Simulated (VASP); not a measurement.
# BP (F-43m) in VASP: settings compared, part 2 of 2

VASP 6.6.1. The steps go on from the part before.

### Step 4. Single point, r2SCAN

POSCAR reads:

```
BP
1.0
    0.0000000000      2.2683156724      2.2683156724
    2.2683156724      0.0000000000      2.2683156724
    2.2683156724      2.2683156724      0.0000000000
B P
1 1
Direct
    0.0000000000      0.0000000000      0.0000000000
    0.2500000000      0.2500000000      0.2500000000
```

INCAR.step1 reads:

```
ALGO = Normal
EDIFF = 1E-4
ENCUT = 520
GGA = PE
ISMEAR = 0
LASPH = T
LCHARG = F
LREAL = F
LWAVE = T
NBANDS = 11
NELM = 60
PREC = Accurate
SIGMA = 0.01
```

INCAR.step2 reads:

```
ALGO = Normal
EDIFF = 1E-7
ENCUT = 520
ISIF = 2
ISMEAR = 0
ISTART = 1
LASPH = T
LCHARG = F
LMIXTAU = T
LREAL = F
LWAVE = F
METAGGA = R2SCAN
NBANDS = 11
NELM = 60
PREC = Accurate
SIGMA = 0.01
```

KPOINTS reads:

```
k-points
0
Gamma
  6 6 6
```

Potentials or basis: VASP PAW PBE potentials, release 64 (B, P).

Run with:

```bash
$ cat potpaw_PBE.64/B/POTCAR potpaw_PBE.64/P/POTCAR > POTCAR
$ cp INCAR.step1 INCAR
$ mpirun -np 1 vasp_std > vasp.out
$ cp INCAR.step2 INCAR
$ mpirun -np 1 vasp_std > vasp.out
```

OUTCAR:

```text
EDIFF = 1E-7
   ENCUT = 520
   ISIF = 2
   ISMEAR = 0
   ISTART = 1
   LASPH = T
   LREAL = F
   METAGGA = R2SCAN
   NELM = 60
   PREC = Accurate

 ion  position               nearest neighbor table
   1  0.000  0.000  0.000-   2 1.96   2 1.96   2 1.96   2 1.96
   2  0.250  0.250  0.250-   1 1.96   1 1.96   1 1.96   1 1.96

  LATTYP: Found a face centered cubic cell.
 ALAT       =     4.5366313448

  Lattice vectors:

 A1 = (   0.0000000000,   2.2683156724,   2.2683156724)
 A2 = (   2.2683156724,   0.0000000000,   2.2683156724)
 A3 = (   2.2683156724,   2.2683156724,   0.0000000000)

Analysis of symmetry for initial positions (statically):
=====================================================================
 Subroutine PRICEL returns:
 Original cell was already a primitive cell.

 Routine SETGRP: Setting up the symmetry group for a
 face centered cubic supercell.

 Subroutine GETGRP returns: Found 24 space group operations
 (whereof 24 operations were pure point group operations)
 out of a pool of 48 trial point group operations.

The static configuration has the point symmetry T_d .

Analysis of symmetry for dynamics (positions and initial velocities):
=====================================================================
 Subroutine PRICEL returns:
 Original cell was already a primitive cell.

 Routine SETGRP: Setting up the symmetry group for a
 face centered cubic supercell.

 Subroutine GETGRP returns: Found 24 space group operations
 (whereof 24 operations were pure point group operations)
 out of a pool of 48 trial point group operations.

The dynamic configuration has the point symmetry T_d .

 Subroutine INISYM returns: Found 24 space group operations
 (whereof 24 operations are pure point group operations),
 and found     1 'primitive' translations

----------------------------------------------------------------------------------------
[... 109 lines left out ...]
   METAGGA = R2SCAN    functional components
   LHFCALC =     F    Hartree Fock is set to
   AEXX    =    0.0000 exact exchange contribution
   IVDW    =     0    specifies the selected vdW correction
   LEPSILON=     F    determine dielectric tensor
   LRPA    =     F    only Hartree local field effects (RPA)
 non-spin polarized calculation
 Gauss-broadening in eV      SIGMA  =   0.01
  energy-cutoff  :      520.00
  volume of cell :       23.34
 maximum number of plane-waves:       636
   NGX = 11   NGY = 11   NGZ = 11

 number of electron       8.0000000 magnetization

 Free energy of the ion-electron system (eV)
  ---------------------------------------------------
  ext. energy  EPLUGINS =         0.00000000
  ---------------------------------------------------
  free energy    TOTEN  =       -17.29445710 eV

  energy without entropy =      -17.29445710  energy(sigma->0) =      -17.29445710

 E-fermi :   7.5387     XC(G=0): -11.5022

 val. band max:        7.4051629841   @ k =   0.0000   0.0000   0.0000
 cond. band min:       8.9404344110   @ k =   0.5000   0.5000   0.0000
 fundamental gap:      1.5352714269
 Fermi energy:         7.5387036312

 k-point     1 :       0.0000    0.0000    0.0000
  band No.  band energies     occupation
      1      -8.8635      2.00000
      2       7.4052      2.00000
      3       7.4052      2.00000
      4       7.4052      2.00000
      5      11.0452      0.00000
      6      11.0452      0.00000
      7      11.0452      0.00000
      8      15.4308      0.00000
      9      19.8116      0.00000
     10      20.0507      0.00000
     11      20.0507      0.00000
[... 197 lines left out ...]
 k-point    16 :      -0.3333    0.5000    0.1667
  band No.  band energies     occupation
      1      -3.4914      2.00000
      2      -1.3707      2.00000
      3       1.8514      2.00000
      4       1.9751      2.00000
      5      11.5704      0.00000
      6      12.2113      0.00000
      7      17.1778      0.00000
      8      17.8642      0.00000
      9      21.2743      0.00000
     10      24.6202      0.00000
     11      24.8812      0.00000

------------------------ aborting loop because EDIFF is reached ----------------------------------------

  FORCE on cell =-STRESS in cart. coord.  units (eV):
  Direction    XX          YY          ZZ          XY          YZ          ZX
  --------------------------------------------------------------------------------------
  -------------------------------------------------------------------------------------
  Total       -0.0569311     -0.0569311     -0.0569311     -0.0000000      0.0000000     -0.0000000
  in kB       -3.9076880     -3.9076880     -3.9076880     -0.0000000      0.0000000     -0.0000000
  external PRESSURE =      -3.9076880 kB  Pullay stress =       0.0000000 kB

 VOLUME and BASIS-vectors are now :
 -----------------------------------------------------------------------------
  energy-cutoff  :      520.00
  volume of cell :       23.34
      direct lattice vectors                 reciprocal lattice vectors
     0.000000000  2.268315672  2.268315672    -0.220427873  0.220427873  0.220427873
     2.268315672  0.000000000  2.268315672     0.220427873 -0.220427873  0.220427873
     2.268315672  2.268315672  0.000000000     0.220427873  0.220427873 -0.220427873

 POSITION                                       TOTAL-FORCE (eV/Angst)
 -----------------------------------------------------------------------------------
      0.00000      0.00000      0.00000        -0.000000     -0.000000     -0.000000
      1.13416      1.13416      1.13416         0.000000      0.000000      0.000000
 -----------------------------------------------------------------------------------
    total drift:                                0.000000      0.000000      0.000000

  FREE ENERGIE OF THE ION-ELECTRON SYSTEM (eV)
  ---------------------------------------------------
  free  energy   TOTEN  =       -17.2944570980 eV

  energy  without entropy=      -17.2944570980  energy(sigma->0) =      -17.29445710
```

Wall time 32 s (1 thread of Intel Xeon 8259CL, shared host); peak memory 0.13 GiB.

Results:

- Free energy: -17.2945 eV
- Pressure: -0.4 GPa
- Band gap on the k mesh: 1.54 eV, indirect (least direct gap 3.64 eV)

Caveat: the PAW data sets were made with another functional, which shifts forces and pressure a little. r2SCAN opens gaps a little over a GGA but as a rule still falls short of measured ones.

### Step 5. Summary

| level | smearing | gap on the mesh (eV) | pressure (GPa) |
| --- | --- | --- | --- |
| PBE | methfessel-paxton 0.05 eV | 1.33 | 1.2 |
| PBE | fermi-dirac 0.001 eV | 1.33 | 1.2 |
| r2SCAN | gaussian 0.01 eV | 1.54 | -0.4 |

Alike in all rows: task single point; potentials or basis VASP PAW PBE potentials, release 64 (B, P); no spin polarisation; cell as given; k mesh 6 × 6 × 6; cutoff (eV) 520.

On the cell as given the gap runs from 1.33 eV (PBE) to 1.54 eV (r2SCAN). The pressure there spans -0.4 GPa (r2SCAN) to 1.2 GPa (PBE); a positive pressure means that this level wants a larger cell, a negative one a smaller.

Caveats: the PAW data sets were made with another functional, which shifts forces and pressure a little (some runs).

Absolute energies hang on the potentials; compare differences alone.
